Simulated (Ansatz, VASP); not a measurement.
# One calculation of KTaO3, two programs

File INCAR:

```
ALGO = Normal
EDIFF = 1E-6
ENCUT = 520
GGA = CA
ISIF = 2
ISMEAR = -1
LASPH = T
LCHARG = T
LELF = T
LREAL = F
LVHAR = T
LWAVE = F
NBANDS = 27
NELM = 60
PREC = Accurate
SIGMA = 0.01
```

KPOINTS

```
k-points
0
Gamma
  5 5 5
```

Contents of POSCAR:

```
KTaO3
1.0
    3.9883000000      0.0598245000      0.0598245000
    0.0598245000      3.9883000000      0.0598245000
    0.0598245000      0.0598245000      3.9883000000
K Ta O
1 1 3
Direct
    0.5000000000      0.5000000000      0.5000000000
    0.0000000000      0.0000000000      0.0000000000
    0.5000000000      0.0000000000      0.0000000000
    0.0000000000      0.5000000000      0.0000000000
    0.0000000000      0.0000000000      0.5000000000
```

Input for Ansatz:

```yaml
crystal:
  lattice:
    - [3.9883, 0.0598245, 0.0598245]
    - [0.0598245, 3.9883, 0.0598245]
    - [0.0598245, 0.0598245, 3.9883]
  atoms:
    - { symbol: K, position: [0.5, 0.5, 0.5] }
    - { symbol: Ta, position: [0.0, 0.0, 0.0] }
    - { symbol: O, position: [0.5, 0.0, 0.0] }
    - { symbol: O, position: [0.0, 0.5, 0.0] }
    - { symbol: O, position: [0.0, 0.0, 0.5] }
kpoints:
  mp_grid: { grid: [5, 5, 5] }
  band_path:
    path:
      - [0.0, 0.0, 0.0]
      - [0.5, 0.5, 0.5]
      - [0.5284899614, 0.4715100386, 0.5]
      - [0.5, -0.4715100386, 0.4715100386]
      - [0.5, 0.0, 0.0]
      - [0.0, 0.0, 0.0]
      - [0.4857550193, -0.4857550193, 0.0]
      - [0.5142449807, 0.0, 0.4857550193]
      - [0.5, 0.0, 0.5]
    npoints: 5
scf:
  occupations: { method: fermi_dirac, width: 0.01 }
hamiltonian:
  xc: lda
  pseudopotentials: { kind: all_electron, lapw: { basis_error: 0.0005 } }
output:
  forces: true
  stress: true
  eigenvalues: true
```

Change from the starting cell: equal xy, yz and zx shear strains of +3 %.

Alike in both runs: task single point; functional LDA; k mesh 5 × 5 × 5; occupations fermi-dirac, width 0.01 eV; no spin polarisation.

```csv
,VASP,Ansatz
version,VASP 6.6.1,Ansatz 0.2.0
potentials or method,"VASP PAW LDA potentials, release 64 (K_sv, Ta_pv, O), cutoff 520 eV","all-electron LAPW, scalar-relativistic"
```

|  | VASP | Ansatz | Ansatz less VASP |
| --- | --- | --- | --- |
| gap on the k mesh at the Fermi level (eV) | 2.05 | 2.11 | +0.057 |
| pressure (GPa) | -4.3 | -5.4 | -1.13 |
| traceless stress, the component that is largest in VASP (GPa) | -2.96 | -2.96 | -0.003 |

LDA's correlation is that of Perdew and Zunger in VASP and of Perdew and Wang (1992) in Ansatz. Ansatz ran all-electron here, and VASP with PAW potentials.

Spin-orbit coupling is off throughout.
